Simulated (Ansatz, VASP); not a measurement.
One calculation of Mg4H, two programs

Contents of INCAR:

```
SYSTEM = Mg4H
  PREC = Accurate
  ENCUT = 520
  EDIFF = 1E-6
  ISMEAR = 0
  SIGMA = 0.1
  LREAL = .False.
  LASPH = .True.
  NELM = 60
  ALGO = Normal
  ISIF = 2
  LWAVE = .False.
  LCHARG = .False.
  LDIPOL = .True.
  IDIPOL = 3
  DIPOL = 0.5 0.5 0.292
  GGA = PE
  NBANDS = 20
```

Contents of KPOINTS:

```
regular mesh
0
Gamma
  4 5 1
  0 0 0
```

File POSCAR:

```
Mg4H
1.0
    6.4201385733      0.0000000000      0.0000000000
    0.0000000000      5.1379129567      0.0000000000
    0.0000000000      0.0000000000     21.6644777330
Mg H
8 2
Direct
    0.0000000000      0.7500000000      0.1846340378
    0.5000000000      0.7500000000      0.1846340378
    0.2500000000      0.2500000000      0.2274076137
    0.7500000000      0.2500000000      0.2274076137
    0.2500000000      0.7500000000      0.3173234500
    0.7500000000      0.7500000000      0.3173234500
    0.0000000000      0.2500000000      0.3537808678
    0.5000000000      0.2500000000      0.3537808678
    0.6784283361      0.0833333333      0.3745521971
    0.8215716639      0.0833333333      0.3745521971
```

Input for Ansatz:

```yaml
crystal:
  lattice:
    - [6.4201385733, 0.0, 0.0]
    - [0.0, 5.1379129567, 0.0]
    - [0.0, 0.0, 21.664477733]
  atoms:
    - { symbol: Mg, position: [0.0, 0.75, 0.1846340378] }
    - { symbol: Mg, position: [0.5, 0.75, 0.1846340378] }
    - { symbol: Mg, position: [0.25, 0.25, 0.2274076137] }
    - { symbol: Mg, position: [0.75, 0.25, 0.2274076137] }
    - { symbol: Mg, position: [0.25, 0.75, 0.31732345] }
    - { symbol: Mg, position: [0.75, 0.75, 0.31732345] }
    - { symbol: Mg, position: [0.0, 0.25, 0.3537808678] }
    - { symbol: Mg, position: [0.5, 0.25, 0.3537808678] }
    - { symbol: H, position: [0.6784283361, 0.0833333333, 0.3745521971] }
    - { symbol: H, position: [0.8215716639, 0.0833333333, 0.3745521971] }
basis:
  ecutwfc: 420
kpoints:
  mp_grid: { grid: [4, 5, 1] }
hamiltonian:
  xc: pbe
scf:
  occupations: { method: gaussian, width: 0.1 }
output:
  forces: true
  eigenvalues: true
efield:
  axis: 3
  dipole_correction: true
  ramp_width: 0.04
```

Alike in both runs: task single point; functional PBE; k mesh 4 × 5 × 1; occupations gaussian, width 0.1 eV; no spin polarisation.

|  | VASP | Ansatz |
| --- | --- | --- |
| version | VASP 6.6.1 | Ansatz 0.2.0 |
| potentials or method | VASP PAW PBE potentials, release 64 (Mg, H), cutoff 520 eV | scalar-relativistic, plane waves, PAW |
| valence electrons in the cell | 18 | 82 |

VASP gave:

- gap on the k mesh at the Fermi level (eV): none
- rms of the force components (eV/Å): 1.418

**Question.** Which values does Ansatz return?

**Answer.** gap on the k mesh at the Fermi level (eV): none; rms of the force components (eV/Å): 1.398.

Atom by atom the forces differ by 0.021 eV/Å (rms over components). A gap of «none» marks a metal or a gap that the smearing closes. VASP's potentials hold 18 valence electrons a cell and Ansatz's 82, so a difference there can come from the potentials and not from the codes.
